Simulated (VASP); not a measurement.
# C (P-1) in VASP: a series of runs

The runs below take C through single point, with PBE+D3(BJ).

Everything below comes from runs of VASP 6.6.1. Logs are shortened: lines on timing, memory, paths and dates and some standing lists are left out, and cuts for length are marked.

### Step 1. The cell of the first run

The typed cell holds 10 atoms: a = 3.650 Å, b = 2.465 Å, c = 10.002 Å, α = 103.06°, β = 78.28°, γ = 90.00°.

### Step 2. Single point, PBE+D3(BJ)

Contents of INCAR:

```
PREC     = Accurate       # precision mode
ENCUT    = 520            # plane-wave cutoff, eV
EDIFF    = 1E-6           # SCF threshold, eV
ISMEAR   = 0              # smearing method
SIGMA    = 0.05           # smearing width, eV
LREAL    = False          # projectors in reciprocal space
LASPH    = True           # aspherical terms in the spheres
NELM     = 80             # most SCF steps
ALGO     = Normal         # electronic algorithm
ISIF     = 2              # what is computed and relaxed
LWAVE    = False          # write WAVECAR
LCHARG   = False          # write CHGCAR
GGA      = PE             # functional
IVDW     = 12             # dispersion correction
NBANDS   = 31             # bands
```

Contents of KPOINTS:

```
Automatic mesh
0
Gamma
  7 11 3
```

Contents of POSCAR:

```
C
1.0
    0.0000000000      1.4231666446     -3.3613878322
   -2.4649969361      0.0000000000      0.0000000000
    2.2595805248      9.5673098282      1.8438450072
C
10
Direct
    0.1905625089      0.4194287160      0.8939222356
    0.7379175689      0.6630081624      0.0687361772
    0.8510788039      0.3521133008      0.2750326918
   -0.0357599611      1.0412184392      0.4813292064
    0.0774012739      0.7303235776      0.6876257210
    0.7752436662      0.2260969760      0.1375603374
   -0.1115950988      0.9152021144      0.3438568521
    0.0015661362      0.6043072528      0.5501533667
    0.1147273712      1.2934123912      0.7564498813
    0.2278886062      0.9825175296      0.9627463959
```

Potentials or basis: VASP PAW PBE potentials, release 64 (C).

Started as:

```sh
> cat potpaw_PBE.64/C/POTCAR > POTCAR
> mpirun -np 1 vasp_std > vasp.out
```

OUTCAR:

```text
PREC = Accurate
   ENCUT = 520
   EDIFF = 1E-6
   ISMEAR = 0
   LREAL = False
   LASPH = True
   NELM = 80
   ISIF = 2
   GGA = PE
   IVDW = 12
 IVDW          = 12

 ion  position               nearest neighbor table
   1  0.191  0.419  0.894-  10 1.42  10 1.42   9 1.42
   2  0.738  0.663  0.069-   6 1.42   6 1.42
   3  0.851  0.352  0.275-   7 1.42   7 1.42   6 1.42
   4  0.964  0.041  0.481-   8 1.42   8 1.42   7 1.42
   5  0.077  0.730  0.688-   9 1.42   9 1.42   8 1.42
   6  0.775  0.226  0.138-   2 1.42   2 1.42   3 1.42
   7  0.888  0.915  0.344-   3 1.42   3 1.42   4 1.42
   8  0.002  0.604  0.550-   4 1.42   4 1.42   5 1.42
   9  0.115  0.293  0.756-   5 1.42   5 1.42   1 1.42
  10  0.228  0.983  0.963-   1 1.42   1 1.42

  LATTYP: Found a triclinic cell.
 ALAT       =     2.4649969361
 B/A-ratio  =     1.7868600557
 C/A-ratio  =     4.0679941673
 COS(alpha) =     0.0153104897
 COS(beta)  =     0.2663065110
 COS(gamma) =     0.5596409169

  Lattice vectors:

 A1 = (   2.4649969361,   0.0000000000,   0.0000000000)
 A2 = (   2.4649969361,  -1.4231666446,   3.3613878322)
 A3 = (   2.6704133474,  -8.1441431836,  -5.2052328394)

Analysis of symmetry for initial positions (statically):
=====================================================================
 Subroutine PRICEL returns:
 Original cell was already a primitive cell.

 Routine SETGRP: Setting up the symmetry group for a
 triclinic supercell.

 Subroutine GETGRP returns: Found  2 space group operations
 (whereof  1 operations were pure point group operations)
 out of a pool of  2 trial point group operations.

The static configuration has the point symmetry C_1 .
 The point group associated with its full space group is S_2 .

Analysis of symmetry for dynamics (positions and initial velocities):
=====================================================================
 Subroutine PRICEL returns:
 Original cell was already a primitive cell.

 Routine SETGRP: Setting up the symmetry group for a
 triclinic supercell.

 Subroutine GETGRP returns: Found  2 space group operations
 (whereof  1 operations were pure point group operations)
 out of a pool of  2 trial point group operations.

The dynamic configuration has the point symmetry C_1 .
 The point group associated with its full space group is S_2 .

 Subroutine INISYM returns: Found  2 space group operations
 (whereof  1 operations are pure point group operations),
 and found     1 'primitive' translations

----------------------------------------------------------------------------------------

                                     Primitive cell

  volume of cell :      85.7413

  direct lattice vectors                    reciprocal lattice vectors
     0.000000000  1.423166645 -3.361387832     0.000000000  0.053009128 -0.275052812
    -2.464996936  0.000000000  0.000000000    -0.405680017  0.088584210  0.037505369
     2.259580525  9.567309828  1.843845007     0.000000000  0.096637320  0.040914948

  length of vectors
     3.650250876  2.464996936 10.001944106     0.280114293  0.416929360  0.104941910

  position of ions in fractional coordinates (direct lattice)
     0.190562509  0.419428716  0.893922236
     0.737917569  0.663008162  0.068736177
     0.851078804  0.352113301  0.275032692
     0.964240039  0.041218439  0.481329206
     0.077401274  0.730323578  0.687625721
     0.775243666  0.226096976  0.137560337
     0.888404901  0.915202114  0.343856852
     0.001566136  0.604307253  0.550153367
     0.114727371  0.293412391  0.756449881
     0.227888606  0.982517530  0.962746396

  ion indices of the primitive-cell ions
   primitive index   ion index
                 1           1
                 2           2
                 3           3
                 4           4
                 5           5
                 6           6
                 7           7
                 8           8
                 9           9
                10          10

----------------------------------------------------------------------------------------

 KPOINTS: Automatic mesh

Automatic generation of k-mesh.
 Grid dimensions read from file:
 generate k-points for:    7   11    3

 Generating k-lattice:

  Cartesian coordinates                     Fractional coordinates (reciprocal lattice)
     0.000000000  0.007572733 -0.039293259     0.142857143  0.000000000 -0.000000000
    -0.036880002  0.008053110  0.003409579     0.000000000  0.090909091 -0.000000000
     0.000000000  0.032212440  0.013638316     0.000000000  0.000000000  0.333333333

  Length of vectors
     0.040016328  0.037902669  0.034980637

  Shift w.r.t. Gamma in fractional coordinates (k-lattice)
     0.000000000  0.000000000  0.000000000

 Subroutine IBZKPT returns following result:
 ===========================================

 Found    116 irreducible k-points:

 Following reciprocal coordinates:
            Coordinates               Weight
  0.000000  0.000000  0.000000      1.000000
  0.142857  0.000000  0.000000      2.000000
  0.285714  0.000000 -0.000000      2.000000
  0.428571  0.000000  0.000000      2.000000
 -0.000000  0.090909  0.000000      2.000000
  0.142857  0.090909  0.000000      2.000000
[... 16 lines left out ...]
 -0.428571  0.272727 -0.000000      2.000000
 -0.285714  0.272727 -0.000000      2.000000
 [... further k-points ...]
   k-points           NKPTS =    116   k-points in BZ     NKDIM =    116   number of bands    NBANDS=     31
   number of dos      NEDOS =    301   number of ions     NIONS =     10
   total plane-waves  NPLWV =  40320
   dimension x,y,z NGX =    28 NGY =   18 NGZ =   80
   dimension x,y,z NGXF=    56 NGYF=   36 NGZF=  160
   ions per type =              10
   NGX,Y,Z   is equivalent  to a cutoff of  12.75, 12.14, 13.30 a.u.
   NGXF,Y,Z  is equivalent  to a cutoff of  25.50, 24.28, 26.59 a.u.
 SYSTEM =  unknown system
   PREC   = accura    normal or accurate (medium, high low for compatibility)
   ISTART =      0    job   : 0-new  1-cont  2-samecut
   ICHARG =      2    charge: 1-file 2-atom 10-const
   ISPIN  =      1    spin polarized calculation?
   LNONCOLLINEAR =      F non collinear calculations
   LSORBIT =      F    spin-orbit coupling
   LASPH  =      T    aspherical Exc in radial PAW
   ENCUT  =  520.0 eV  38.22 Ry    6.18 a.u.   6.79  4.58 18.60*2*pi/ulx,y,z
   NELM   =     80;   NELMIN=  2; NELMDL= -5     # of ELM steps
   EDIFF  = 0.1E-05   stopping-criterion for ELM
   LREAL  =      F    real-space projection
   EDIFFG = 0.1E-04   stopping-criterion for IOM
   NSW    =      0    number of steps for IOM
   IBRION =     -1    ionic relax: 0-MD 1-quasi-New 2-CG
   NFREE  =      0    steps in history (QN), initial steepest desc. (CG)
   ISIF   =      2    stress and relaxation
   ISYM   =      2    0-nonsym 1-usesym 2-fastsym
   POTIM  = 0.5000    time-step for ionic-motion
   TEBEG  =    0.0;   TEEND  =   0.0 temperature during run
   PSTRESS=    0.0 pullay stress
   NELECT =      40.0000    total number of electrons
   NUPDOWN=      -1.0000    fix difference up-down
   EMIN   =  10.00;   EMAX   =-10.00  energy-range for DOS
   EFERMI =   0.00;   METHOD = LEGACY
   ISMEAR =     0;   SIGMA  =   0.05  broadening in eV -4-tet -1-fermi 0-gaus
   EFERMI_NEDOS =   21; number of points for ismear=-14 and -15
   IALGO  =     38    algorithm
   IMIX   =      4    mixing-type and parameters
     AMIX     =   0.40;   BMIX     =  1.00
     AMIX_MAG =   1.60;   BMIX_MAG =  1.00
  volume/ion in A,a.u.               =       8.57        57.86
  Fermi-wavevector in a.u.,A,eV,Ry     =   1.269691  2.399369 21.934167  1.612116
  Thomas-Fermi vector in A             =   2.402719
   LORBIT       =      0    0 simple, 1 ext, 2 COOP (PROOUT), +10 PAW based schemes
   GGA     = PE    functional components
   LHFCALC =     F    Hartree Fock is set to
   AEXX    =    0.0000 exact exchange contribution
   IVDW    =    12    specifies the selected vdW correction
   LEPSILON=     F    determine dielectric tensor
   LRPA    =     F    only Hartree local field effects (RPA)
 non-spin polarized calculation
 Gauss-broadening in eV      SIGMA  =   0.05
  energy-cutoff  :      520.00
  volume of cell :       85.74
 maximum number of plane-waves:      2337
   NGX = 13   NGY =  9   NGZ = 37

 number of electron      39.9999997 magnetization

 Free energy of the ion-electron system (eV)
  ---------------------------------------------------
  ext. energy  EPLUGINS =         0.00000000
  ---------------------------------------------------
  free energy    TOTEN  =       -85.70339248 eV

  energy without entropy =      -85.69980812  energy(sigma->0) =      -85.70160030

 E-fermi :   4.9081     XC(G=0): -10.5934

 val. band max:        4.9056261276   @ k =   0.4286   0.3636   0.3333
 cond. band min:       4.9086962943   @ k =   0.2857   0.0000  -0.0000
 fundamental gap:      0.0030701666
 Fermi energy:         4.9081374445

 k-point     1 :       0.0000    0.0000    0.0000
  band No.  band energies     occupation
      1     -14.8175      2.00000
      2     -13.7269      2.00000
      3     -13.6953      2.00000
      4     -10.8656      2.00000
      5     -10.4839      2.00000
      6      -6.4670      2.00000
[... 23 lines left out ...]
     30      13.3637      0.00000
     31      14.0564      0.00000

 k-point     2 :       0.1429    0.0000    0.0000
  band No.  band energies     occupation
      1     -14.7588      2.00000
      2     -13.7063      2.00000
      3     -13.6343      2.00000
      4     -10.8952      2.00000
      5     -10.4668      2.00000
      6      -6.5906      2.00000
[... 23 lines left out ...]
     30      13.3768      0.00000
     31      14.0416      0.00000

 k-point     3 :       0.2857    0.0000   -0.0000
  band No.  band energies     occupation
      1     -14.6179      2.00000
      2     -13.6320      2.00000
      3     -13.5186      2.00000
      4     -10.9811      2.00000
      5     -10.4231      2.00000
      6      -6.8737      2.00000
[... 23 lines left out ...]
     30      13.4134      0.00000
     31      13.9676      0.00000

 k-point     4 :       0.4286    0.0000    0.0000
  band No.  band energies     occupation
      1     -14.4940      2.00000
      2     -13.5672      2.00000
      3     -13.4231      2.00000
      4     -11.0736      2.00000
      5     -10.3812      2.00000
      6      -7.1048      2.00000
[... 23 lines left out ...]
     30      13.9817      0.00000
     31      14.1239      0.00000

 k-point     5 :      -0.0000    0.0909    0.0000
  band No.  band energies     occupation
      1     -14.6612      2.00000
      2     -13.7355      2.00000
      3     -13.3806      2.00000
      4     -10.8962      2.00000
      5     -10.1827      2.00000
      6      -6.4551      2.00000
[... 23 lines left out ...]
     30      13.6955      0.00000
     31      13.9978      0.00000
[... 542 lines left out ...]
     30      13.9024      0.00000
     31      14.9077      0.00000

 k-point    22 :       0.4286    0.2727   -0.0000
  band No.  band energies     occupation
      1     -13.1275      2.00000
      2     -12.6210      2.00000
      3     -11.6944      2.00000
      4     -10.3340      2.00000
      5      -8.7619      2.00000
      6      -6.5812      2.00000
[... 23 lines left out ...]
     30      15.3310      0.00000
     31      15.5711      0.00000

 k-point    23 :      -0.4286    0.2727   -0.0000
  band No.  band energies     occupation
      1     -13.1185      2.00000
      2     -12.6414      2.00000
      3     -11.6799      2.00000
      4     -10.3196      2.00000
      5      -8.8083      2.00000
      6      -6.5173      2.00000
[... 23 lines left out ...]
     30      15.1571      0.00000
     31      15.4262      0.00000

 k-point    24 :      -0.2857    0.2727   -0.0000
  band No.  band energies     occupation
      1     -13.2263      2.00000
      2     -12.7419      2.00000
      3     -11.7166      2.00000
      4     -10.3246      2.00000
      5      -8.7592      2.00000
      6      -6.4421      2.00000
[... 23 lines left out ...]
     30      14.6113      0.00000
     31      15.1095      0.00000

 [... further k-points ...]

------------------------ aborting loop because EDIFF is reached ----------------------------------------

 Edisp (eV)   -1.60216

 E8    (eV) :    -0.4559

  FORCE on cell =-STRESS in cart. coord.  units (eV):
  Direction    XX          YY          ZZ          XY          YZ          ZX
  --------------------------------------------------------------------------------------
  -------------------------------------------------------------------------------------
  Total       1.72388     4.46474    -0.58513    -1.62313     0.72853    -1.71503
  in kB      32.21270    83.42897   -10.93390   -30.33007    13.61335   -32.04742
  external pressure =       34.90 kB  Pullay stress =        0.00 kB

 VOLUME and BASIS-vectors are now :
 -----------------------------------------------------------------------------
  energy-cutoff  :      520.00
  volume of cell :       85.74
      direct lattice vectors                 reciprocal lattice vectors
     0.000000000  1.423166645 -3.361387832     0.000000000  0.053009128 -0.275052812
    -2.464996936  0.000000000  0.000000000    -0.405680017  0.088584210  0.037505369
     2.259580525  9.567309828  1.843845007     0.000000000  0.096637320  0.040914948

 POSITION                                       TOTAL-FORCE (eV/Angst)
 -----------------------------------------------------------------------------------
      0.98600      8.82363      1.00770        -0.208071      0.116872      0.906469
     -1.47900      1.70780     -2.35369        -1.431023      0.583691      1.136094
     -0.24650      3.84255     -2.35369        -0.208460      0.869897      0.298192
      0.98600      5.97730     -2.35369        -0.009282      0.142096      0.020360
     -0.24650      6.68888      1.00770        -0.017409      0.220070     -0.035157
     -0.24650      2.41938     -2.35225         0.208071     -0.116872     -0.906469
     -1.47900      4.55413     -2.35225         0.017409     -0.220070      0.035157
     -0.24650      5.26572      1.00913         0.009282     -0.142096     -0.020360
      0.98600      7.40047      1.00913         0.208460     -0.869897     -0.298192
     -0.24650      9.53522      1.00913         1.431023     -0.583691     -1.136094
 -----------------------------------------------------------------------------------
    total drift:                               -0.000000     -0.000004      0.000002

  FREE ENERGIE OF THE ION-ELECTRON SYSTEM (eV)
  ---------------------------------------------------
  free  energy   TOTEN  =       -87.3055512560 eV

  energy  without entropy=      -87.3019669037  energy(sigma->0) =      -87.30375908
```

Run time: 2.6 min. Hardware: 1 thread of Intel Xeon Platinum 8559C (Emerald Rapids), shared host; peak memory 0.32 GiB.

Results:

```yaml
Free_energy: -87.3056 eV
Pressure: 3.5 GPa
Largest_force: 1.918 eV/Å
Band_gap_on_the_k_mesh: zero (bands 20 and 21 overlap by 1.13 eV)
Dispersion_energy_per_atom: -0.160 eV
```

Forces on the atoms (eV/Å):
```
C   -0.208  0.117  0.906
C   -1.431  0.584  1.136
C   -0.208  0.870  0.298
C   -0.009  0.142  0.020
C   -0.017  0.220 -0.035
C    0.208 -0.117 -0.906
C    0.017 -0.220  0.035
C    0.009 -0.142 -0.020
C    0.208 -0.870 -0.298
C    1.431 -0.584 -1.136
```

Stress tensor (GPa, compression positive):
```
 3.22 -3.03 -3.20
-3.03  8.34  1.36
-3.20  1.36 -1.09
```

Levels at points of the mesh, in eV from the Fermi level:
| k point | band 17 | band 18 | band 19 | band 20 | band 21 | band 22 | band 23 | band 24 |
| --- | --- | --- | --- | --- | --- | --- | --- | --- |
| (0.00, 0.00, 0.00) | -3.82 | -3.36 | -2.04 | -1.39 | -0.01 | 2.13 | 4.88 | 4.90 |

Caveat: the cell stands under pressure; forces of over 1 eV/Å act on the atoms, so gaps and moduli don't describe the material at rest.

### Step 3. Single point, PBE+D3(BJ)

This run uses another cell than the first one, of 9.47 Å³/atom.

Contents of INCAR:

```
SYSTEM = C
PREC = Accurate
ENCUT = 520
EDIFF = 1E-6
ISMEAR = 0
SIGMA = 0.05
LREAL = .FALSE.
LASPH = .TRUE.
NELM = 80
ALGO = Normal
ISIF = 2
LWAVE = .FALSE.
LCHARG = .FALSE.
GGA = PE
IVDW = 12
NBANDS = 31
```

Contents of KPOINTS:

```
Automatic mesh
0
G
  7 11 3
  0 0 0
```

Contents of POSCAR:

```
C
1.0
    0.0000000000      1.4231666446     -3.3613878322
   -2.4649969361      0.0000000000      0.0000000000
    2.8758297588     10.8439663687      1.3933799211
C
10
Direct
    0.0355732112      0.5438589171      0.8090219290
    0.7260000089      0.6725759481      0.0622079555
    0.8033933095      0.3903966903      0.2489114489
   -0.1192133899      1.1082174326      0.4356149422
   -0.0418200893      0.8260381749      0.6223184356
    0.7513932917      0.2452447942      0.1244955379
   -0.1712134077      0.9630655365      0.3111990313
   -0.0938201072      0.6808862787      0.4979025246
   -0.0164268066      1.3987070210      0.6846060180
    0.0609664940      1.1165277633      0.8713095114
```

Potentials or basis: VASP PAW PBE potentials, release 64 (C).

Started as:

```sh
> cat potpaw_PBE.64/C/POTCAR > POTCAR
> mpirun -np 1 vasp_std > vasp.out
```

It took 2.4 min on 1 thread of AMD EPYC 9R45 (Zen 5), shared host; peak memory 0.31 GiB.

Results (log left out):

| Quantity | Value |
| --- | --- |
| Free energy | -88.5285 eV |
| Pressure | -2.5 GPa |
| Largest force | 3.006 eV/Å |
| Dispersion energy per atom | -0.152 eV |

Forces in eV/Å, atoms in the order of the input:
```
C    0.278  1.452  0.072
C    2.156  0.299 -2.072
C    0.261  0.593  0.630
C    0.039  0.129 -0.074
C    0.033  0.145  0.036
C   -0.278 -1.452 -0.072
C   -0.033 -0.145 -0.036
C   -0.039 -0.129  0.074
C   -0.261 -0.593 -0.630
C   -2.156 -0.299  2.072
```

Stress tensor (GPa, compression positive):
```
-3.69  6.99  5.11
 6.99  0.07 -1.17
 5.11 -1.17 -3.92
```

Caveat: forces of over 1 eV/Å act on the atoms, so gaps and moduli don't describe the material at rest.

(Continued in part 2 of 2.)
